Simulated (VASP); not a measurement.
# Sn (Im-3m) in VASP: a series of runs

The runs below take Sn through single point, with PBEsol, LDA, BLYP.

All numbers are computed with VASP 6.6.1; they aren't measurements. Logs are shortened: lines on timing, memory, paths and dates and some standing lists are left out, and cuts for length are marked.

### Step 1. The cell of the first run

The structure is cubic, space group Im-3m (No. 229). Conventional cell: a = 3.789 Å, b = 3.789 Å, c = 3.789 Å, α = 90.00°, β = 90.00°, γ = 90.00°. Within 4.3 Å of Sn (site symmetry m-3m) lie 14 Sn at 3.28 to 3.79 Å.

This isn't the form of Sn at room conditions, which is tetragonal (white tin).

### Step 2. Single point, PBEsol

The input, INCAR:

```
  ALGO = Normal
  EDIFF = 1E-6
  ENCUT = 500
  GGA = PS
  GGA_COMPAT = F
  ISIF = 2
  ISMEAR = -1
  LASPH = T
  LCHARG = F
  LREAL = F
  LWAVE = F
  NBANDS = 13
  NELM = 120
  PREC = Accurate
  SIGMA = 0.1
```

The input, KPOINTS:

```
k-points
0
Gamma
  12 12 12
```

The input, POSCAR:

```
Sn
1.0
    3.2816330000      0.0000000000      0.0000000000
   -1.0938776324      3.0939532757      0.0000000000
   -1.0938776324     -1.5469765652      2.6794421768
Sn
1
Direct
    0.0000000000      0.0000000000      0.0000000000
```

Potentials or basis: VASP PAW PBE potentials, release 64 (Sn_d).

The run is started by

```sh
> cat potpaw_PBE.64/Sn_d/POTCAR > POTCAR
> mpirun -np 1 vasp_std > vasp.out
```

OUTCAR:

```text
EDIFF = 1E-6
   ENCUT = 500
   GGA = PS
   ISIF = 2
   ISMEAR = -1
   LASPH = T
   LREAL = F
   NELM = 120
   PREC = Accurate

 ion  position               nearest neighbor table
   1  0.000  0.000  0.000-

  LATTYP: Found a body centered cubic cell.
 ALAT       =     3.7893033919

  Lattice vectors:

 A1 = (   3.2816330000,   0.0000000000,   0.0000000000)
 A2 = (  -1.0938776324,   3.0939532757,   0.0000000000)
 A3 = (  -1.0938776324,  -1.5469765652,   2.6794421768)

Analysis of symmetry for initial positions (statically):
=====================================================================
 Subroutine PRICEL returns:
 Original cell was already a primitive cell.

 Routine SETGRP: Setting up the symmetry group for a
 body centered cubic supercell.

 Subroutine GETGRP returns: Found 48 space group operations
 (whereof 48 operations were pure point group operations)
 out of a pool of 48 trial point group operations.

The static configuration has the point symmetry O_h .

Analysis of symmetry for dynamics (positions and initial velocities):
=====================================================================
 Subroutine PRICEL returns:
 Original cell was already a primitive cell.

 Routine SETGRP: Setting up the symmetry group for a
 body centered cubic supercell.

 Subroutine GETGRP returns: Found 48 space group operations
 (whereof 48 operations were pure point group operations)
 out of a pool of 48 trial point group operations.

The dynamic configuration has the point symmetry O_h .

 Subroutine INISYM returns: Found 48 space group operations
 (whereof 48 operations are pure point group operations),
 and found     1 'primitive' translations

----------------------------------------------------------------------------------------

                                     Primitive cell

  volume of cell :      27.2050

  direct lattice vectors                    reciprocal lattice vectors
     3.281633000  0.000000000  0.000000000     0.304726336  0.107737025  0.186605996
    -1.093877632  3.093953276  0.000000000     0.000000000  0.323211087  0.186605996
    -1.093877632 -1.546976565  2.679442177     0.000000000  0.000000000  0.373212010

  length of vectors
     3.281633000  3.281633000  3.281633000     0.373212010  0.373212010  0.373212010

  position of ions in fractional coordinates (direct lattice)
     0.000000000  0.000000000  0.000000000

  ion indices of the primitive-cell ions
   primitive index   ion index
                 1           1

----------------------------------------------------------------------------------------

 KPOINTS: k-points

Automatic generation of k-mesh.
 Grid dimensions read from file:
 generate k-points for:   12   12   12

 Generating k-lattice:

  Cartesian coordinates                     Fractional coordinates (reciprocal lattice)
     0.025393861  0.008978085  0.015550500     0.083333333 -0.000000000 -0.000000000
     0.000000000  0.026934257  0.015550500     0.000000000  0.083333333  0.000000000
     0.000000000  0.000000000  0.031101001     0.000000000  0.000000000  0.083333333

  Length of vectors
     0.031101001  0.031101001  0.031101001

  Shift w.r.t. Gamma in fractional coordinates (k-lattice)
     0.000000000  0.000000000  0.000000000

 Subroutine IBZKPT returns following result:
 ===========================================

 Found     72 irreducible k-points:

 Following reciprocal coordinates:
            Coordinates               Weight
  0.000000  0.000000  0.000000      1.000000
  0.083333 -0.000000  0.000000     12.000000
  0.166667 -0.000000  0.000000     12.000000
  0.250000 -0.000000 -0.000000     12.000000
  0.333333 -0.000000  0.000000     12.000000
  0.416667 -0.000000 -0.000000     12.000000
[... 16 lines left out ...]
  0.333333  0.083333  0.083333     24.000000
  0.416667  0.083333  0.083333     12.000000
 [... further k-points ...]
   k-points           NKPTS =     72   k-points in BZ     NKDIM =     72   number of bands    NBANDS=     13
   number of dos      NEDOS =    301   number of ions     NIONS =      1
   total plane-waves  NPLWV =  13824
   dimension x,y,z NGX =    24 NGY =   24 NGZ =   24
   dimension x,y,z NGXF=    48 NGYF=   48 NGZF=   48
   ions per type =               1
   NGX,Y,Z   is equivalent  to a cutoff of  12.16, 12.16, 12.16 a.u.
   NGXF,Y,Z  is equivalent  to a cutoff of  24.32, 24.32, 24.32 a.u.
 SYSTEM =  unknown system
   PREC   = accura    normal or accurate (medium, high low for compatibility)
   ISTART =      0    job   : 0-new  1-cont  2-samecut
   ICHARG =      2    charge: 1-file 2-atom 10-const
   ISPIN  =      1    spin polarized calculation?
   LNONCOLLINEAR =      F non collinear calculations
   LSORBIT =      F    spin-orbit coupling
   LASPH  =      T    aspherical Exc in radial PAW
   ENCUT  =  500.0 eV  36.75 Ry    6.06 a.u.   5.98  5.98  5.98*2*pi/ulx,y,z
   NELM   =    120;   NELMIN=  2; NELMDL= -5     # of ELM steps
   EDIFF  = 0.1E-05   stopping-criterion for ELM
   LREAL  =      F    real-space projection
   EDIFFG = 0.1E-04   stopping-criterion for IOM
   NSW    =      0    number of steps for IOM
   IBRION =     -1    ionic relax: 0-MD 1-quasi-New 2-CG
   NFREE  =      0    steps in history (QN), initial steepest desc. (CG)
   ISIF   =      2    stress and relaxation
   ISYM   =      2    0-nonsym 1-usesym 2-fastsym
   POTIM  = 0.5000    time-step for ionic-motion
   TEBEG  =    0.0;   TEEND  =   0.0 temperature during run
   PSTRESS=    0.0 pullay stress
   NELECT =      14.0000    total number of electrons
   NUPDOWN=      -1.0000    fix difference up-down
   EMIN   =  10.00;   EMAX   =-10.00  energy-range for DOS
   EFERMI =   0.00;   METHOD = LEGACY
   ISMEAR =    -1;   SIGMA  =   0.10  broadening in eV -4-tet -1-fermi 0-gaus
   EFERMI_NEDOS =   21; number of points for ismear=-14 and -15
   IALGO  =     38    algorithm
   IMIX   =      4    mixing-type and parameters
     AMIX     =   0.40;   BMIX     =  1.00
     AMIX_MAG =   1.60;   BMIX_MAG =  1.00
  volume/ion in A,a.u.               =      27.20       183.59
  Fermi-wavevector in a.u.,A,eV,Ry     =   1.311902  2.479136 23.416815  1.721087
  Thomas-Fermi vector in A             =   2.442332
   LORBIT       =      0    0 simple, 1 ext, 2 COOP (PROOUT), +10 PAW based schemes
   GGA     = PS    functional components
   LHFCALC =     F    Hartree Fock is set to
   AEXX    =    0.0000 exact exchange contribution
   IVDW    =     0    specifies the selected vdW correction
   LEPSILON=     F    determine dielectric tensor
   LRPA    =     F    only Hartree local field effects (RPA)
 non-spin polarized calculation
  energy-cutoff  :      500.00
  volume of cell :       27.20
 maximum number of plane-waves:       712
   NGX = 11   NGY = 11   NGZ = 11

 number of electron      13.9999996 magnetization

 Free energy of the ion-electron system (eV)
  ---------------------------------------------------
  ext. energy  EPLUGINS =         0.00000000
  ---------------------------------------------------
  free energy    TOTEN  =        -4.23357368 eV

  energy without entropy =       -4.21489674  energy(sigma->0) =       -4.22423521

 E-fermi :   7.9484     XC(G=0): -10.5021

 val. band max:        7.9215244879   @ k =   0.1667   0.1667   0.0833
 cond. band min:       8.0353603092   @ k =  -0.3333   0.3333   0.2500
 fundamental gap:      0.1138358213
 Fermi energy:         7.9484453777

 k-point     1 :       0.0000    0.0000    0.0000
  band No.  band energies     occupation
      1     -13.5341      2.00000
      2     -13.5341      2.00000
      3     -13.5341      2.00000
      4     -13.3946      2.00000
      5     -13.3946      2.00000
      6      -3.1758      2.00000
      7      15.8569      0.00000
      8      15.8569      0.00000
      9      15.8569      0.00000
     10      20.0365      0.00000
     11      20.0365      0.00000
     12      20.0365      0.00000
     13      20.6622      0.00000

 k-point     2 :       0.0833   -0.0000    0.0000
  band No.  band energies     occupation
      1     -13.5371      2.00000
      2     -13.5295      2.00000
      3     -13.5194      2.00000
      4     -13.3981      2.00000
      5     -13.3950      2.00000
      6      -3.0245      2.00000
      7      14.5898      0.00000
      8      15.2808      0.00000
      9      15.6571      0.00000
     10      18.7005      0.00000
     11      19.0175      0.00000
     12      19.7481      0.00000
     13      21.3047      0.00000

 k-point     3 :       0.1667   -0.0000    0.0000
  band No.  band energies     occupation
      1     -13.5456      2.00000
      2     -13.5187      2.00000
      3     -13.4792      2.00000
      4     -13.4064      2.00000
      5     -13.3962      2.00000
      6      -2.5700      2.00000
      7      12.0643      0.00000
      8      14.1627      0.00000
      9      15.1145      0.00000
     10      17.6131      0.00000
     11      17.9879      0.00000
     12      19.7245      0.00000
     13      21.7084      0.00000
[... 305 lines left out ...]
 k-point    23 :       0.3333    0.0833    0.0833
  band No.  band energies     occupation
      1     -13.5646      2.00000
      2     -13.5056      2.00000
      3     -13.4053      2.00000
      4     -13.4002      2.00000
      5     -13.3426      2.00000
      6       0.7973      2.00000
      7       5.0278      2.00000
      8       9.9455      0.00000
      9      11.3814      0.00000
     10      18.3309      0.00000
     11      18.8280      0.00000
     12      22.6220      0.00000
     13      23.7590      0.00000

 k-point    24 :       0.4167    0.0833    0.0833
  band No.  band energies     occupation
      1     -13.5670      2.00000
      2     -13.5047      2.00000
      3     -13.4018      2.00000
      4     -13.4003      2.00000
      5     -13.3339      2.00000
      6       1.7166      2.00000
      7       3.8354      2.00000
      8       9.7545      0.00000
      9      11.2454      0.00000
     10      18.2267      0.00000
     11      18.7299      0.00000
     12      23.2780      0.00000
     13      24.1671      0.00000

 [... further k-points ...]
[... 5 lines left out ...]
  --------------------------------------------------------------------------------------
  -------------------------------------------------------------------------------------
  Total       -0.3704328     -0.3704328     -0.3704328     -0.0000000     -0.0000000     -0.0000000
  in kB      -21.8158378    -21.8158380    -21.8158387     -0.0000002     -0.0000006     -0.0000004
  external PRESSURE =     -21.8158382 kB  Pullay stress =       0.0000000 kB

 VOLUME and BASIS-vectors are now :
 -----------------------------------------------------------------------------
  energy-cutoff  :      500.00
  volume of cell :       27.20
      direct lattice vectors                 reciprocal lattice vectors
     3.281633000  0.000000000  0.000000000     0.304726336  0.107737025  0.186605996
    -1.093877632  3.093953276  0.000000000     0.000000000  0.323211087  0.186605996
    -1.093877632 -1.546976565  2.679442177     0.000000000  0.000000000  0.373212010

 POSITION                                       TOTAL-FORCE (eV/Angst)
 -----------------------------------------------------------------------------------
      0.00000      0.00000      0.00000         0.000000     -0.000000      0.000000
 -----------------------------------------------------------------------------------
    total drift:                               -0.000000     -0.000000      0.000000

  FREE ENERGIE OF THE ION-ELECTRON SYSTEM (eV)
  ---------------------------------------------------
  free  energy   TOTEN  =        -4.2335736789 eV

  energy  without entropy=       -4.2148967437  energy(sigma->0) =       -4.22423521
```

It took 12 s on 1 thread of Intel Xeon 8259CL, shared host; peak memory 0.15 GiB.

What came out:

```yaml
Free_energy: -4.2336 eV
Pressure: -2.2 GPa
Band_gap_on_the_k_mesh: zero (bands 7 and 8 overlap by 10.40 eV)
```

Caveat: the PAW data sets were made with another functional, which shifts forces and pressure a little; spin-orbit coupling is left out, which moves the levels of the heavy elements.

### Step 3. Single point, LDA

The input, INCAR:

```
ALGO     = Normal         # electronic algorithm
EDIFF    = 1E-6           # SCF threshold, eV
ENCUT    = 500            # plane-wave cutoff, eV
GGA_COMPAT= False        
ISIF     = 2              # what is computed and relaxed
ISMEAR   = -1             # smearing method
LASPH    = True           # aspherical terms in the spheres
LCHARG   = True           # write CHGCAR
LELF     = True           # ELF
LREAL    = False          # projectors in reciprocal space
LVHAR    = True         
LWAVE    = False          # write WAVECAR
NBANDS   = 13             # bands
NELM     = 120            # most SCF steps
PREC     = Accurate       # precision mode
SIGMA    = 0.1            # smearing width, eV
```

KPOINTS is that of step 2.

POSCAR is that of step 2.

Potentials or basis: VASP PAW LDA potentials, release 64 (Sn_d).

The run is started by

```sh
> cat potpaw_LDA.64/Sn_d/POTCAR > POTCAR
> mpirun -np 1 vasp_std > vasp.out
```

Wall time 12 s (1 thread of Intel Xeon 8259CL, shared host); peak memory 0.14 GiB.

Results (log left out):

| Property | Result |
| --- | --- |
| Free energy | -4.4329 eV |
| Pressure | -3.5 GPa |
| Band gap on the k mesh | zero (bands 7 and 8 overlap by 10.25 eV) |

Levels at points of the mesh, in eV from the Fermi level:
```tsv
k point	band 5	band 6	band 7	band 8	band 9	band 10
(0.00, 0.00, 0.00)	-21.35	-11.13	7.79	7.79	7.79	12.18
(0.50, 0.00, 0.00)	-21.26	-6.50	-4.42	3.50	5.37	7.99
(0.50, 0.50, 0.50)	-21.28	-2.65	-0.52	-0.52	-0.52	3.93
```

Caveat: the cell stands under tension; spin-orbit coupling is left out, which moves the levels of the heavy elements.

### Step 4. Single point, BLYP

The input, INCAR:

```
SYSTEM = Sn
  AGGAC = 1.0
  AGGAX = 1.0
  ALDAC = 0.0
  ALDAX = 1.0
  ALGO = Normal
  EDIFF = 1E-6
  ENCUT = 500
  GGA = B5
  GGA_COMPAT = .FALSE.
  ISIF = 2
  ISMEAR = -1
  LASPH = .TRUE.
  LCHARG = .FALSE.
  LREAL = .FALSE.
  LWAVE = .FALSE.
  NBANDS = 13
  NELM = 120
  PREC = Accurate
  SIGMA = 0.1
```

The input, KPOINTS:

```
k-points
0
G
  12 12 12
  0 0 0
```

POSCAR is that of step 3.

Potentials or basis: VASP PAW PBE potentials, release 64 (Sn_d).

The run is started by

```sh
> cat potpaw_PBE.64/Sn_d/POTCAR > POTCAR
> mpirun -np 1 vasp_std > vasp.out
```

Wall time 21 s (1 thread of Intel Xeon 8259CL, shared host); peak memory 0.15 GiB.

The run converged. Its results:

- Free energy: -2.8991 eV
- Pressure: 5.3 GPa
- Band gap on the k mesh: zero (bands 7 and 8 overlap by 10.06 eV)

Levels at points of the mesh, in eV from the Fermi level:
```tsv
k point	band 5	band 6	band 7	band 8	band 9	band 10
(0.00, 0.00, 0.00)	-21.46	-11.13	7.65	7.65	7.65	12.38
(0.50, 0.00, 0.00)	-21.38	-6.58	-4.35	3.40	5.38	8.16
(0.50, 0.50, 0.50)	-21.40	-2.78	-0.55	-0.55	-0.55	4.16
```

Caveat: the cell stands under pressure; the PAW data sets were made with another functional, which shifts forces and pressure a little; spin-orbit coupling is left out, which moves the levels of the heavy elements.

### Step 5. Summary

| level | potentials or basis | gap on the mesh (eV) | pressure (GPa) |
| --- | --- | --- | --- |
| PBEsol | VASP PAW PBE potentials, release 64 (Sn_d) | none | -2.2 |
| LDA | VASP PAW LDA potentials, release 64 (Sn_d) | none | -3.5 |
| BLYP | VASP PAW PBE potentials, release 64 (Sn_d) | none | 5.3 |

Alike in all rows: task single point; no spin polarisation; cell as given; k mesh 12 × 12 × 12; cutoff (eV) 500; smearing fermi-dirac 0.1 eV.

Caveats: spin-orbit coupling is left out, which moves the levels of the heavy elements; the PAW data sets were made with another functional, which shifts forces and pressure a little (at least some runs); the cell stands under tension (at least some runs); the cell stands under pressure (at least some runs).

Total energies depend on the potentials used, so only differences within one code and one set of settings carry meaning.
